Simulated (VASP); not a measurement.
# FeO in VASP: a series of runs

The runs below take FeO through single point, with PBE.

Everything below comes from runs of VASP 6.6.1. Logs are shortened: lines on timing, memory, paths and dates and some standing lists are left out, and cuts for length are marked.

### 1 The cell of the first run

The structure is cubic, space group Pm-3m (No. 221). The conventional cell has a = 2.612 Å, b = 2.612 Å, c = 2.612 Å, α = 90.00°, β = 90.00°, γ = 90.00°. Within 3.0 Å of Fe (site symmetry m-3m) lie 8 O at 2.26 Å and 6 Fe at 2.61 Å. O (site symmetry m-3m) has 8 Fe at 2.26 Å and 6 O at 2.61 Å within 3.0 Å.

### 2 Single point, PBE

The input, INCAR:

```
SYSTEM = FeO
ALGO = Normal
EDIFF = 1E-6
ENCUT = 520
GGA = PE
ISIF = 2
ISMEAR = -1
LASPH = .TRUE.
LCHARG = .FALSE.
LREAL = .FALSE.
LWAVE = .FALSE.
NBANDS = 14
NELM = 80
PREC = Accurate
SIGMA = 0.05
```

The input, KPOINTS:

```
k-points
0
G
  10 10 10
  0 0 0
```

The input, POSCAR:

```
FeO
1.0
    2.6124696300      0.0000000000      0.0000000000
    0.0000000000      2.6124696300      0.0000000000
    0.0000000000      0.0000000000      2.6124696300
Fe O
1 1
Direct
    0.0000000000      0.0000000000      0.0000000000
    0.5000000000      0.5000000000      0.5000000000
```

Potentials or basis: VASP PAW PBE potentials, release 64 (Fe, O).

On the command line:

```console
cat potpaw_PBE.64/Fe/POTCAR potpaw_PBE.64/O/POTCAR > POTCAR
mpirun -np 1 vasp_std > vasp.out
```

OUTCAR:

```text
SYSTEM = FeO
   EDIFF = 1E-6
   ENCUT = 520
   GGA = PE
   ISIF = 2
   ISMEAR = -1
   LASPH = .TRUE.
   LREAL = .FALSE.
   NELM = 80
   PREC = Accurate

 ion  position               nearest neighbor table
   1  0.000  0.000  0.000-   2 2.26   2 2.26   2 2.26   2 2.26   2 2.26   2 2.26   2 2.26   2 2.26

   2  0.500  0.500  0.500-   1 2.26   1 2.26   1 2.26   1 2.26   1 2.26   1 2.26   1 2.26   1 2.26

  LATTYP: Found a simple cubic cell.
 ALAT       =     2.6124696300

  Lattice vectors:

 A1 = (   2.6124696300,   0.0000000000,   0.0000000000)
 A2 = (   0.0000000000,   2.6124696300,   0.0000000000)
 A3 = (   0.0000000000,   0.0000000000,   2.6124696300)

Analysis of symmetry for initial positions (statically):
=====================================================================
 Subroutine PRICEL returns:
 Original cell was already a primitive cell.

 Routine SETGRP: Setting up the symmetry group for a
 simple cubic supercell.

 Subroutine GETGRP returns: Found 48 space group operations
 (whereof 48 operations were pure point group operations)
 out of a pool of 48 trial point group operations.

The static configuration has the point symmetry O_h .

Analysis of symmetry for dynamics (positions and initial velocities):
=====================================================================
 Subroutine PRICEL returns:
 Original cell was already a primitive cell.

 Routine SETGRP: Setting up the symmetry group for a
 simple cubic supercell.

 Subroutine GETGRP returns: Found 48 space group operations
 (whereof 48 operations were pure point group operations)
 out of a pool of 48 trial point group operations.

The dynamic configuration has the point symmetry O_h .

 Subroutine INISYM returns: Found 48 space group operations
 (whereof 48 operations are pure point group operations),
 and found     1 'primitive' translations

----------------------------------------------------------------------------------------

                                     Primitive cell

  volume of cell :      17.8301

  direct lattice vectors                    reciprocal lattice vectors
     2.612469630  0.000000000  0.000000000     0.382779569  0.000000000  0.000000000
     0.000000000  2.612469630  0.000000000     0.000000000  0.382779569  0.000000000
     0.000000000  0.000000000  2.612469630     0.000000000  0.000000000  0.382779569

  length of vectors
     2.612469630  2.612469630  2.612469630     0.382779569  0.382779569  0.382779569

  position of ions in fractional coordinates (direct lattice)
     0.000000000  0.000000000  0.000000000
     0.500000000  0.500000000  0.500000000

  ion indices of the primitive-cell ions
   primitive index   ion index
                 1           1
                 2           2

----------------------------------------------------------------------------------------

 KPOINTS: k-points

Automatic generation of k-mesh.
 Grid dimensions read from file:
 generate k-points for:   10   10   10

 Generating k-lattice:

  Cartesian coordinates                     Fractional coordinates (reciprocal lattice)
     0.038277957  0.000000000  0.000000000     0.100000000  0.000000000  0.000000000
     0.000000000  0.038277957  0.000000000     0.000000000  0.100000000  0.000000000
     0.000000000  0.000000000  0.038277957     0.000000000  0.000000000  0.100000000

  Length of vectors
     0.038277957  0.038277957  0.038277957

  Shift w.r.t. Gamma in fractional coordinates (k-lattice)
     0.000000000  0.000000000  0.000000000

 Subroutine IBZKPT returns following result:
 ===========================================

 Found     56 irreducible k-points:

 Following reciprocal coordinates:
            Coordinates               Weight
  0.000000  0.000000  0.000000      1.000000
  0.100000  0.000000  0.000000      6.000000
  0.200000  0.000000  0.000000      6.000000
  0.300000  0.000000  0.000000      6.000000
  0.400000  0.000000  0.000000      6.000000
  0.500000  0.000000  0.000000      3.000000
[... 16 lines left out ...]
  0.200000  0.100000  0.100000     24.000000
  0.300000  0.100000  0.100000     24.000000
 [... further k-points ...]
   k-points           NKPTS =     56   k-points in BZ     NKDIM =     56   number of bands    NBANDS=     14
   number of dos      NEDOS =    301   number of ions     NIONS =      2
   total plane-waves  NPLWV =   8000
   dimension x,y,z NGX =    20 NGY =   20 NGZ =   20
   dimension x,y,z NGXF=    40 NGYF=   40 NGZF=   40
   ions per type =               1   1
   NGX,Y,Z   is equivalent  to a cutoff of  12.73, 12.73, 12.73 a.u.
   NGXF,Y,Z  is equivalent  to a cutoff of  25.45, 25.45, 25.45 a.u.
 SYSTEM =  FeO
   PREC   = accura    normal or accurate (medium, high low for compatibility)
   ISTART =      0    job   : 0-new  1-cont  2-samecut
   ICHARG =      2    charge: 1-file 2-atom 10-const
   ISPIN  =      1    spin polarized calculation?
   LNONCOLLINEAR =      F non collinear calculations
   LSORBIT =      F    spin-orbit coupling
   LASPH  =      T    aspherical Exc in radial PAW
   ENCUT  =  520.0 eV  38.22 Ry    6.18 a.u.   4.86  4.86  4.86*2*pi/ulx,y,z
   NELM   =     80;   NELMIN=  2; NELMDL= -5     # of ELM steps
   EDIFF  = 0.1E-05   stopping-criterion for ELM
   LREAL  =      F    real-space projection
   EDIFFG = 0.1E-04   stopping-criterion for IOM
   NSW    =      0    number of steps for IOM
   IBRION =     -1    ionic relax: 0-MD 1-quasi-New 2-CG
   NFREE  =      0    steps in history (QN), initial steepest desc. (CG)
   ISIF   =      2    stress and relaxation
   ISYM   =      2    0-nonsym 1-usesym 2-fastsym
   POTIM  = 0.5000    time-step for ionic-motion
   TEBEG  =    0.0;   TEEND  =   0.0 temperature during run
   PSTRESS=    0.0 pullay stress
   NELECT =      14.0000    total number of electrons
   NUPDOWN=      -1.0000    fix difference up-down
   EMIN   =  10.00;   EMAX   =-10.00  energy-range for DOS
   EFERMI =   0.00;   METHOD = LEGACY
   ISMEAR =    -1;   SIGMA  =   0.05  broadening in eV -4-tet -1-fermi 0-gaus
   EFERMI_NEDOS =   21; number of points for ismear=-14 and -15
   IALGO  =     38    algorithm
   IMIX   =      4    mixing-type and parameters
     AMIX     =   0.40;   BMIX     =  1.00
     AMIX_MAG =   1.60;   BMIX_MAG =  1.00
  volume/ion in A,a.u.               =       8.92        60.16
  Fermi-wavevector in a.u.,A,eV,Ry     =   1.510311  2.854073 31.035406  2.281038
  Thomas-Fermi vector in A             =   2.620517
   LORBIT       =      0    0 simple, 1 ext, 2 COOP (PROOUT), +10 PAW based schemes
   GGA     = PE    functional components
   LHFCALC =     F    Hartree Fock is set to
   AEXX    =    0.0000 exact exchange contribution
   IVDW    =     0    specifies the selected vdW correction
   LEPSILON=     F    determine dielectric tensor
   LRPA    =     F    only Hartree local field effects (RPA)
 non-spin polarized calculation
  energy-cutoff  :      520.00
  volume of cell :       17.83
 maximum number of plane-waves:       500
 NGX is ok and might be reduce to    20
   NGX =  9   NGY =  9   NGZ =  9

 number of electron      13.9999999 magnetization

 Free energy of the ion-electron system (eV)
  ---------------------------------------------------
  ext. energy  EPLUGINS =         0.00000000
  ---------------------------------------------------
  free energy    TOTEN  =       -13.15132610 eV

  energy without entropy =      -13.11760623  energy(sigma->0) =      -13.13446616

 E-fermi :   6.4791     XC(G=0): -13.0445

 val. band max:        6.4732935464   @ k =   0.3000   0.0000   0.0000
 cond. band min:       6.4805196890   @ k =   0.3000   0.3000   0.1000
 fundamental gap:      0.0072261426
 Fermi energy:         6.4790556735

 k-point     1 :       0.0000    0.0000    0.0000
  band No.  band energies     occupation
      1     -14.3356      2.00000
      2       3.1922      2.00000
      3       3.1922      2.00000
      4       3.1922      2.00000
      5       3.5832      2.00000
      6       3.5832      2.00000
      7       6.4035      1.63847
      8       6.4035      1.63847
      9       6.4035      1.63846
     10       7.6879      0.00000
     11      22.4070      0.00000
     12      22.4070      0.00000
     13      27.2056      0.00000
     14      27.2056      0.00000

 k-point     2 :       0.1000    0.0000    0.0000
  band No.  band energies     occupation
      1     -14.2358      2.00000
      2       2.1327      2.00000
      3       3.1000      2.00000
      4       3.1000      2.00000
      5       3.6262      2.00000
      6       4.1693      2.00000
      7       6.4136      1.57458
      8       6.5134      0.66978
      9       6.5134      0.66978
     10       8.2748      0.00000
     11      21.8279      0.00000
     12      22.4128      0.00000
     13      27.0217      0.00000
     14      27.0217      0.00000

 k-point     3 :       0.2000    0.0000    0.0000
  band No.  band energies     occupation
      1     -13.9608      2.00000
      2       0.5823      2.00000
      3       2.8780      2.00000
      4       2.8780      2.00000
      5       3.7407      2.00000
      6       4.8842      2.00000
      7       6.4402      1.36990
      8       6.7870      0.00422
      9       6.7870      0.00422
     10       9.4676      0.00000
     11      20.3348      0.00000
     12      22.4293      0.00000
     13      26.4609      0.00000
     14      26.4609      0.00000
[... 324 lines left out ...]
 k-point    23 :       0.2000    0.1000    0.1000
  band No.  band energies     occupation
      1     -13.7880      2.00000
      2       0.7018      2.00000
      3       2.2232      2.00000
      4       2.2682      2.00000
      5       4.2913      2.00000
      6       5.0764      2.00000
      7       6.2617      1.97445
      8       6.6363      0.08251
      9       6.7838      0.00450
     10      10.4014      0.00000
     11      20.4339      0.00000
     12      21.8542      0.00000
     13      25.1094      0.00000
     14      26.7406      0.00000

 k-point    24 :       0.3000    0.1000    0.1000
  band No.  band energies     occupation
      1     -13.4411      2.00000
      2      -0.6485      2.00000
      3       2.1355      2.00000
      4       2.3838      2.00000
      5       4.2305      2.00000
      6       5.7674      2.00000
      7       6.2085      1.99110
      8       6.7086      0.02006
      9       7.1316      0.00000
     10      11.5306      0.00000
     11      18.4508      0.00000
     12      22.0630      0.00000
     13      25.0739      0.00000
     14      25.2001      0.00000

 [... further k-points ...]
[... 5 lines left out ...]
  --------------------------------------------------------------------------------------
  -------------------------------------------------------------------------------------
  Total       -1.8958012     -1.8958012     -1.8958012      0.0000000      0.0000000      0.0000000
  in kB     -170.3529347   -170.3529347   -170.3529347      0.0000000      0.0000000      0.0000000
  external PRESSURE =    -170.3529347 kB  Pullay stress =       0.0000000 kB

 VOLUME and BASIS-vectors are now :
 -----------------------------------------------------------------------------
  energy-cutoff  :      520.00
  volume of cell :       17.83
      direct lattice vectors                 reciprocal lattice vectors
     2.612469630  0.000000000  0.000000000     0.382779569  0.000000000  0.000000000
     0.000000000  2.612469630  0.000000000     0.000000000  0.382779569  0.000000000
     0.000000000  0.000000000  2.612469630     0.000000000  0.000000000  0.382779569

 POSITION                                       TOTAL-FORCE (eV/Angst)
 -----------------------------------------------------------------------------------
      0.00000      0.00000      0.00000         0.000000      0.000000      0.000000
      1.30623      1.30623      1.30623         0.000000      0.000000      0.000000
 -----------------------------------------------------------------------------------
    total drift:                                0.000000      0.000000      0.000000

  FREE ENERGIE OF THE ION-ELECTRON SYSTEM (eV)
  ---------------------------------------------------
  free  energy   TOTEN  =       -13.1513260990 eV

  energy  without entropy=      -13.1176062307  energy(sigma->0) =      -13.13446616
```

It took 22 s on 1 thread of Intel Xeon 8259CL, shared host; peak memory 0.13 GiB.

What came out:

```
Free energy            : -13.1513 eV
Pressure               : -17.0 GPa
Band gap on the k mesh : zero (bands 7 and 8 overlap by 2.19 eV)
```

Levels at points of the mesh, in eV from the Fermi level:
```csv
k point,band 3,band 4,band 5,band 6,band 7,band 8,band 9,band 10,band 11,band 12
"(0.00, 0.00, 0.00)",-3.29,-3.29,-2.90,-2.90,-0.08,-0.08,-0.08,1.21,15.93,15.93
"(0.50, 0.00, 0.00)",-4.10,-4.10,-2.42,0.03,0.23,0.98,0.98,6.47,8.70,16.01
"(0.50, 0.50, 0.00)",-6.60,-2.44,-2.40,-1.12,-0.85,-0.85,0.61,7.14,11.45,11.45
"(0.50, 0.50, 0.50)",-7.21,-7.21,0.66,0.66,1.34,1.34,1.34,7.28,7.28,7.28
```

Caveat: the cell stands under tension; the run has no spin polarisation, though such a crystal can be magnetic; semilocal functionals often make such compounds metallic where correlation or magnetic order opens a gap, which also shifts bond lengths.

### 3 Single point, PBE, collinear spin, ferromagnetic start

The input, INCAR:

```
ALGO = Normal ; EDIFF = 1E-6
ENCUT = 520 ; GGA = PE
ISIF = 2 ; ISMEAR = -1
ISPIN = 2 ; LASPH = T
LCHARG = F ; LMAXMIX = 4
LORBIT = 11 ; LREAL = F
LWAVE = F ; MAGMOM = -2.68 0
NBANDS = 18 ; NELM = 150
PREC = Accurate ; SIGMA = 0.05
```

The input, KPOINTS:

```
k-points
0
Gamma
  10 10 10
```

POSCAR is that of step 2.

Potentials or basis: VASP PAW PBE potentials, release 64 (Fe, O).

On the command line:

```console
cat potpaw_PBE.64/Fe/POTCAR potpaw_PBE.64/O/POTCAR > POTCAR
mpirun -np 1 vasp_std > vasp.out
```

Run time: 59 s. Hardware: 1 thread of Intel Xeon 8259CL, shared host; peak memory 0.15 GiB.

It converged, with:

| Item | Value |
| --- | --- |
| Free energy | -14.3592 eV |
| Pressure | 9.3 GPa |
| Band gap on the k mesh | zero (filled and empty bands overlap) |
| Net moment | -4.00 μB per cell |
| Site moments | Fe -3.53; O -0.38 μB |
| Valence electrons inside the program's atomic spheres | Fe 6.81; O 4.98 |

Levels at points of the mesh, in eV from the Fermi level:
Spin up:
```
           k point  band 2  band 3  band 4  band 5  band 6  band 7  band 8  band 9
(0.00, 0.00, 0.00)   -2.19   -2.19   -2.19   -2.12   -2.12    1.59    1.59    1.59
(0.50, 0.00, 0.00)   -8.17   -2.92   -2.92   -1.59    1.35    1.71    2.61    2.61
(0.50, 0.50, 0.00)   -5.82   -5.82   -1.66   -1.25    0.39    0.70    0.70    1.73
(0.50, 0.50, 0.50)   -6.31   -6.31   -6.31    1.78    1.78    3.00    3.00    3.00
```
Spin down:
| k point | band 7 | band 8 | band 9 | band 10 | band 11 | band 12 |
| --- | --- | --- | --- | --- | --- | --- |
| (0.00, 0.00, 0.00) | -2.54 | -2.54 | -2.54 | 0.77 | 15.36 | 15.36 |
| (0.50, 0.00, 0.00) | -1.55 | -0.23 | -0.23 | 6.08 | 8.31 | 15.92 |
| (0.50, 0.50, 0.00) | -3.19 | -1.96 | -1.51 | 6.02 | 11.17 | 11.17 |
| (0.50, 0.50, 0.50) | -0.18 | -0.18 | -0.18 | 6.68 | 6.68 | 6.68 |

Caveat: the cell stands under pressure; a cell with one magnetic atom can't hold antiferromagnetic order, which such compounds often take; semilocal functionals often make such compounds metallic where correlation or magnetic order opens a gap, which also shifts bond lengths. With open d or f shells a metallic result of PBE can be an artefact of self-interaction; +U or a hybrid may open a gap.

### 4 Single point, PBE, collinear spin, ferromagnetic start

The input, INCAR:

```
SYSTEM = FeO
PREC = Accurate ; ENCUT = 520
EDIFF = 1E-6 ; ISMEAR = -1
SIGMA = 0.05 ; LREAL = .False.
LASPH = .True. ; NELM = 150
ALGO = Normal ; ISIF = 2
LWAVE = .False. ; LCHARG = .True.
ISPIN = 2 ; MAGMOM = 4.5 0
LORBIT = 11 ; LMAXMIX = 4
GGA = PE ; LELF = .True.
LVHAR = .True. ; NBANDS = 18
```

The input, KPOINTS:

```
Automatic mesh
0
Gamma
  10 10 10
  0 0 0
```

POSCAR is that of step 3.

On the command line:

```console
cat potpaw_PBE.64/Fe/POTCAR potpaw_PBE.64/O/POTCAR > POTCAR
mpirun -np 1 vasp_std > vasp.out
```

Run time: 69 s. Hardware: 1 thread of Intel Xeon 8259CL, shared host; peak memory 0.15 GiB.

The run converged. Its results:

```
Free energy                                           : -14.3592 eV
Pressure                                              : 9.3 GPa
Band gap on the k mesh                                : zero (filled and empty bands overlap)
Net moment                                            : 4.00 μB per cell
Site moments                                          : Fe +3.53; O +0.38 μB
Valence electrons inside the program's atomic spheres : Fe 6.81; O 4.98
```

Levels at points of the mesh, in eV from the Fermi level:
Spin up:
```
           k point  band 7  band 8  band 9  band 10  band 11  band 12
(0.00, 0.00, 0.00)   -2.54   -2.54   -2.54     0.77    15.36    15.36
(0.50, 0.00, 0.00)   -1.55   -0.23   -0.23     6.08     8.31    15.92
(0.50, 0.50, 0.00)   -3.19   -1.96   -1.51     6.02    11.17    11.17
(0.50, 0.50, 0.50)   -0.18   -0.18   -0.18     6.68     6.68     6.68
```
Spin down:
| k point | band 2 | band 3 | band 4 | band 5 | band 6 | band 7 | band 8 | band 9 |
| --- | --- | --- | --- | --- | --- | --- | --- | --- |
| (0.00, 0.00, 0.00) | -2.19 | -2.19 | -2.19 | -2.12 | -2.12 | 1.59 | 1.59 | 1.59 |
| (0.50, 0.00, 0.00) | -8.17 | -2.92 | -2.92 | -1.59 | 1.35 | 1.71 | 2.61 | 2.61 |
| (0.50, 0.50, 0.00) | -5.82 | -5.82 | -1.66 | -1.25 | 0.39 | 0.70 | 0.70 | 1.73 |
| (0.50, 0.50, 0.50) | -6.31 | -6.31 | -6.31 | 1.78 | 1.78 | 3.00 | 3.00 | 3.00 |

Caveat: the cell stands under pressure; a cell with one magnetic atom can't hold antiferromagnetic order, which such compounds often take; semilocal functionals often make such compounds metallic where correlation or magnetic order opens a gap, which also shifts bond lengths.

(Part 1 of 2 ends here.)
